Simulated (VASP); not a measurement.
# Y (P6/mmm) in VASP: a series of runs, part 2 of 2

VASP 6.6.1. The steps go on from the part before.

**4. Single point, PBE (volume scaled by 0.92)**

INCAR reads:

```
PREC = Accurate
ENCUT = 500
EDIFF = 1E-6
ISMEAR = -1
SIGMA = 0.1
LREAL = False
LASPH = True
NELM = 120
ALGO = Normal
ISIF = 2
LWAVE = False
LCHARG = False
GGA = PE
NBANDS = 24
GGA_COMPAT = False
```

KPOINTS reads:

```
regular mesh
0
Gamma
  7 7 10
```

POSCAR reads:

```
Y
1.0
    5.4971451496      0.0000000000      0.0000000000
   -2.7485725748      4.7606673479      0.0000000000
    0.0000000000      0.0000000000      3.4324555134
Y
3
Direct
    0.0000000000      1.0000000000      0.0000000000
    0.3333333333      0.6666666667      0.5000000000
    0.6666666667      0.3333333333      0.5000000000
```

Potentials or basis: VASP PAW PBE potentials, release 64 (Y_sv).

The run is started by

```bash
$ cat potpaw_PBE.64/Y_sv/POTCAR > POTCAR
$ mpirun -np 1 vasp_std > vasp.out
```

OUTCAR:

```text
PREC = Accurate
   ENCUT = 500
   EDIFF = 1E-6
   ISMEAR = -1
   LREAL = False
   LASPH = True
   NELM = 120
   ISIF = 2
   GGA = PE

 ion  position               nearest neighbor table
   1  0.000  0.000  0.000-   2 3.61   3 3.61   2 3.61   3 3.61   3 3.61   3 3.61   2 3.61   2 3.61
                             3 3.61   3 3.61   2 3.61   2 3.61
   2  0.333  0.667  0.500-   3 3.17   3 3.17   3 3.17   1 3.61   1 3.61   1 3.61   1 3.61   1 3.61
                             1 3.61
   3  0.667  0.333  0.500-   2 3.17   2 3.17   2 3.17   1 3.61   1 3.61   1 3.61   1 3.61   1 3.61
                             1 3.61

  LATTYP: Found a hexagonal cell.
 ALAT       =     5.4971451496
 C/A-ratio  =     0.6244069276

  Lattice vectors:

 A1 = (   5.4971451496,   0.0000000000,   0.0000000000)
 A2 = (  -2.7485725748,   4.7606673479,   0.0000000000)
 A3 = (   0.0000000000,   0.0000000000,   3.4324555134)

Analysis of symmetry for initial positions (statically):
=====================================================================
 Subroutine PRICEL returns:
 Original cell was already a primitive cell.

 Routine SETGRP: Setting up the symmetry group for a
 hexagonal supercell.

 Subroutine GETGRP returns: Found 24 space group operations
 (whereof 24 operations were pure point group operations)
 out of a pool of 24 trial point group operations.

The static configuration has the point symmetry D_6h.

Analysis of symmetry for dynamics (positions and initial velocities):
=====================================================================
 Subroutine PRICEL returns:
 Original cell was already a primitive cell.

 Routine SETGRP: Setting up the symmetry group for a
 hexagonal supercell.

 Subroutine GETGRP returns: Found 24 space group operations
 (whereof 24 operations were pure point group operations)
 out of a pool of 24 trial point group operations.

The dynamic configuration has the point symmetry D_6h.

 Subroutine INISYM returns: Found 24 space group operations
 (whereof 24 operations are pure point group operations),
 and found     1 'primitive' translations

----------------------------------------------------------------------------------------

                                     Primitive cell

  volume of cell :      89.8276

  direct lattice vectors                    reciprocal lattice vectors
     5.497145150  0.000000000  0.000000000     0.181912606  0.105027292  0.000000000
    -2.748572575  4.760667348  0.000000000     0.000000000  0.210054584  0.000000000
     0.000000000  0.000000000  3.432455513     0.000000000  0.000000000  0.291336624

  length of vectors
     5.497145150  5.497145150  3.432455513     0.210054584  0.210054584  0.291336624

  position of ions in fractional coordinates (direct lattice)
     0.000000000  0.000000000  0.000000000
     0.333333333  0.666666667  0.500000000
     0.666666667  0.333333333  0.500000000

  ion indices of the primitive-cell ions
   primitive index   ion index
                 1           1
                 2           2
                 3           3

----------------------------------------------------------------------------------------

 KPOINTS: regular mesh

Automatic generation of k-mesh.
 Grid dimensions read from file:
 generate k-points for:    7    7   10

 Generating k-lattice:

  Cartesian coordinates                     Fractional coordinates (reciprocal lattice)
     0.025987515  0.015003899  0.000000000     0.142857143  0.000000000  0.000000000
     0.000000000  0.030007798  0.000000000     0.000000000  0.142857143  0.000000000
     0.000000000  0.000000000  0.029133662     0.000000000  0.000000000  0.100000000

  Length of vectors
     0.030007798  0.030007798  0.029133662

  Shift w.r.t. Gamma in fractional coordinates (k-lattice)
     0.000000000  0.000000000  0.000000000

 Subroutine IBZKPT returns following result:
 ===========================================

 Found     48 irreducible k-points:

 Following reciprocal coordinates:
            Coordinates               Weight
  0.000000  0.000000  0.000000      1.000000
  0.142857  0.000000  0.000000      6.000000
  0.285714  0.000000  0.000000      6.000000
  0.428571  0.000000  0.000000      6.000000
  0.142857  0.142857  0.000000      6.000000
  0.285714  0.142857  0.000000     12.000000
[... 16 lines left out ...]
  0.428571  0.142857  0.200000     12.000000
  0.285714  0.285714  0.200000     12.000000
 [... further k-points ...]
   k-points           NKPTS =     48   k-points in BZ     NKDIM =     48   number of bands    NBANDS=     24
   number of dos      NEDOS =    301   number of ions     NIONS =      3
   total plane-waves  NPLWV =  44800
   dimension x,y,z NGX =    40 NGY =   40 NGZ =   28
   dimension x,y,z NGXF=    80 NGYF=   80 NGZF=   56
   ions per type =               3
   NGX,Y,Z   is equivalent  to a cutoff of  12.10, 12.10, 13.56 a.u.
   NGXF,Y,Z  is equivalent  to a cutoff of  24.19, 24.19, 27.12 a.u.
 SYSTEM =  unknown system
   PREC   = accura    normal or accurate (medium, high low for compatibility)
   ISTART =      0    job   : 0-new  1-cont  2-samecut
   ICHARG =      2    charge: 1-file 2-atom 10-const
   ISPIN  =      1    spin polarized calculation?
   LNONCOLLINEAR =      F non collinear calculations
   LSORBIT =      F    spin-orbit coupling
   LASPH  =      T    aspherical Exc in radial PAW
   ENCUT  =  500.0 eV  36.75 Ry    6.06 a.u.  10.02 10.02  6.26*2*pi/ulx,y,z
   NELM   =    120;   NELMIN=  2; NELMDL= -5     # of ELM steps
   EDIFF  = 0.1E-05   stopping-criterion for ELM
   LREAL  =      F    real-space projection
   EDIFFG = 0.1E-04   stopping-criterion for IOM
   NSW    =      0    number of steps for IOM
   IBRION =     -1    ionic relax: 0-MD 1-quasi-New 2-CG
   NFREE  =      0    steps in history (QN), initial steepest desc. (CG)
   ISIF   =      2    stress and relaxation
   ISYM   =      2    0-nonsym 1-usesym 2-fastsym
   POTIM  = 0.5000    time-step for ionic-motion
   TEBEG  =    0.0;   TEEND  =   0.0 temperature during run
   PSTRESS=    0.0 pullay stress
   NELECT =      33.0000    total number of electrons
   NUPDOWN=      -1.0000    fix difference up-down
   EMIN   =  10.00;   EMAX   =-10.00  energy-range for DOS
   EFERMI =   0.00;   METHOD = LEGACY
   ISMEAR =    -1;   SIGMA  =   0.10  broadening in eV -4-tet -1-fermi 0-gaus
   EFERMI_NEDOS =   21; number of points for ismear=-14 and -15
   IALGO  =     38    algorithm
   IMIX   =      4    mixing-type and parameters
     AMIX     =   0.40;   BMIX     =  1.00
     AMIX_MAG =   1.60;   BMIX_MAG =  1.00
  volume/ion in A,a.u.               =      29.94       202.06
  Fermi-wavevector in a.u.,A,eV,Ry     =   1.172491  2.215687 18.704405  1.374735
  Thomas-Fermi vector in A             =   2.308919
   LORBIT       =      0    0 simple, 1 ext, 2 COOP (PROOUT), +10 PAW based schemes
   GGA     = PE    functional components
   LHFCALC =     F    Hartree Fock is set to
   AEXX    =    0.0000 exact exchange contribution
   IVDW    =     0    specifies the selected vdW correction
   LEPSILON=     F    determine dielectric tensor
   LRPA    =     F    only Hartree local field effects (RPA)
 non-spin polarized calculation
  energy-cutoff  :      500.00
  volume of cell :       89.83
 maximum number of plane-waves:      2304
   NGX = 21   NGY = 21   NGZ = 13

 number of electron      32.9999999 magnetization

 Free energy of the ion-electron system (eV)
  ---------------------------------------------------
  ext. energy  EPLUGINS =         0.00000000
  ---------------------------------------------------
  free energy    TOTEN  =       -19.12416988 eV

  energy without entropy =      -18.94987728  energy(sigma->0) =      -19.03702358

 E-fermi :   3.4113     XC(G=0):  -9.7855

 val. band max:        3.4088889102   @ k =   0.1429   0.0000   0.0000
 cond. band min:       3.4141882396   @ k =   0.2857   0.1429   0.3000
 fundamental gap:      0.0052993294
 Fermi energy:         3.4112646135

 k-point     1 :       0.0000    0.0000    0.0000
  band No.  band energies     occupation
      1     -39.0738      2.00000
      2     -38.9246      2.00000
      3     -38.9076      2.00000
      4     -19.3399      2.00000
      5     -19.3399      2.00000
      6     -19.0710      2.00000
[... 637 lines left out ...]
     23       5.7514      0.00000
     24       7.0445      0.00000

 [... further k-points ...]

------------------------ aborting loop because EDIFF is reached ----------------------------------------

  FORCE on cell =-STRESS in cart. coord.  units (eV):
  Direction    XX          YY          ZZ          XY          YZ          ZX
  --------------------------------------------------------------------------------------
  -------------------------------------------------------------------------------------
  Total        2.0778736      2.0778736      1.8740386      0.0000000     -0.0000000      0.0000000
  in kB       37.0612240     37.0612240     33.4255957      0.0000000     -0.0000000      0.0000000
  external PRESSURE =      35.8493479 kB  Pullay stress =       0.0000000 kB

 VOLUME and BASIS-vectors are now :
 -----------------------------------------------------------------------------
  energy-cutoff  :      500.00
  volume of cell :       89.83
      direct lattice vectors                 reciprocal lattice vectors
     5.497145150  0.000000000  0.000000000     0.181912606  0.105027292  0.000000000
    -2.748572575  4.760667348  0.000000000     0.000000000  0.210054584  0.000000000
     0.000000000  0.000000000  3.432455513     0.000000000  0.000000000  0.291336624

 POSITION                                       TOTAL-FORCE (eV/Angst)
 -----------------------------------------------------------------------------------
      0.00000      0.00000      0.00000         0.000000      0.000000      0.000000
     -0.00000      3.17378      1.71623         0.000000      0.000000     -0.000000
      2.74857      1.58689      1.71623        -0.000000     -0.000000      0.000000
 -----------------------------------------------------------------------------------
    total drift:                                0.000000      0.000000      0.000000

  FREE ENERGIE OF THE ION-ELECTRON SYSTEM (eV)
  ---------------------------------------------------
  free  energy   TOTEN  =       -19.1241698768 eV

  energy  without entropy=      -18.9498772780  energy(sigma->0) =      -19.03702358
```

OSZICAR:

```text
N       E                     dE             d eps       ncg     rms          rms(c)
DAV:   1     0.148233787989E+03    0.14823E+03   -0.15953E+04  2304   0.127E+03
DAV:   2    -0.589328826449E+01   -0.15413E+03   -0.14796E+03  2720   0.297E+02
DAV:   3    -0.191957910836E+02   -0.13303E+02   -0.12800E+02  4328   0.480E+01
DAV:   4    -0.196350074606E+02   -0.43922E+00   -0.43826E+00  2872   0.931E+00
DAV:   5    -0.196461221729E+02   -0.11115E-01   -0.11114E-01  3480   0.133E+00    0.422E+01
DAV:   6    -0.191986467188E+02    0.44748E+00   -0.59757E-01  2400   0.443E+00    0.257E+01
DAV:   7    -0.191354348319E+02    0.63212E-01   -0.11388E+00  3024   0.558E+00    0.226E+00
DAV:   8    -0.191247617672E+02    0.10673E-01   -0.19716E-01  2920   0.220E+00    0.896E-01
DAV:   9    -0.191240886624E+02    0.67310E-03   -0.59628E-03  3408   0.499E-01    0.312E-01
DAV:  10    -0.191241977328E+02   -0.10907E-03   -0.23945E-03  2840   0.352E-01    0.917E-02
DAV:  11    -0.191241680693E+02    0.29663E-04   -0.24324E-04  3080   0.952E-02    0.207E-02
DAV:  12    -0.191241693350E+02   -0.12657E-05   -0.10028E-05  3312   0.196E-02    0.863E-03
DAV:  13    -0.191241698768E+02   -0.54176E-06   -0.92401E-07  1912   0.731E-03
   1 F= -.19124170E+02 E0= -.19037024E+02  d E =-.174293E+00
```

Wall time 38 s (1 thread of Intel Xeon 6975P-C (Granite Rapids), shared host); peak memory 0.25 GiB.

Results:

```
Free energy : -19.1242 eV
Pressure    : 3.6 GPa
```

Stress tensor (GPa, compression positive):
```
3.71 0.00 0.00
0.00 3.71 0.00
0.00 0.00 3.34
```

Levels at points of the mesh, in eV from the Fermi level:
```
           k point  band 15  band 16  band 17  band 18  band 19  band 20
(0.00, 0.00, 0.00)     0.13     0.13     0.19     0.19     0.53     1.84
(0.00, 0.00, 0.50)    -1.26    -1.01    -0.76    -0.76     1.82     1.82
```

**5. Single point, PBE (volume scaled by 0.96)**

INCAR is that of step 4.

KPOINTS reads:

```
Automatic mesh
0
Gamma
  7 7 10
```

POSCAR reads:

```
Y
1.0
    5.5756864060      0.0000000000      0.0000000000
   -2.7878432030      4.8286860711      0.0000000000
    0.0000000000      0.0000000000      3.4814972180
Y
3
Direct
    0.0000000000      1.0000000000      0.0000000000
    0.3333333333      0.6666666667      0.5000000000
    0.6666666667      0.3333333333      0.5000000000
```

The run is started by

```bash
$ cat potpaw_PBE.64/Y_sv/POTCAR > POTCAR
$ mpirun -np 1 vasp_std > vasp.out
```

Run time: 46 s. Hardware: 1 thread of Intel Xeon 6975P-C (Granite Rapids), shared host; peak memory 0.27 GiB.

Results (log left out):

```
Free energy : -19.1870 eV
Pressure    : 1.6 GPa
```

Stress tensor (GPa, compression positive):
```
1.64 0.00 0.00
0.00 1.64 0.00
0.00 0.00 1.50
```

Levels at points of the mesh, in eV from the Fermi level:
| k point | band 14 | band 15 | band 16 | band 17 | band 18 | band 19 | band 20 | band 21 |
| --- | --- | --- | --- | --- | --- | --- | --- | --- |
| (0.00, 0.00, 0.00) | -1.07 | 0.10 | 0.10 | 0.15 | 0.15 | 0.49 | 1.78 | 2.47 |
| (0.00, 0.00, 0.50) | -1.16 | -1.16 | -1.06 | -0.70 | -0.70 | 1.77 | 1.77 | 2.21 |

**6. Summary**

```tsv
cell	k mesh	gap on the mesh (eV)	pressure (GPa)
a = 5.652, b = 5.652, c = 3.529 Å, angles 90.0, 90.0, 120.0°, 3 atoms	7 × 7 × 9	none	-0.1
a = 5.416, b = 5.416, c = 3.382 Å, angles 90.0, 90.0, 120.0°, 3 atoms	7 × 7 × 10	none	5.9
a = 5.497, b = 5.497, c = 3.432 Å, angles 90.0, 90.0, 120.0°, 3 atoms	7 × 7 × 10	none	3.6
a = 5.576, b = 5.576, c = 3.481 Å, angles 90.0, 90.0, 120.0°, 3 atoms	7 × 7 × 10	none	1.6
```

Alike in all rows: task single point; level PBE; potentials or basis VASP PAW PBE potentials, release 64 (Y_sv); no spin polarisation; cutoff (eV) 500; smearing fermi-dirac 0.1 eV.

Absolute energies hang on the potentials; compare differences alone.
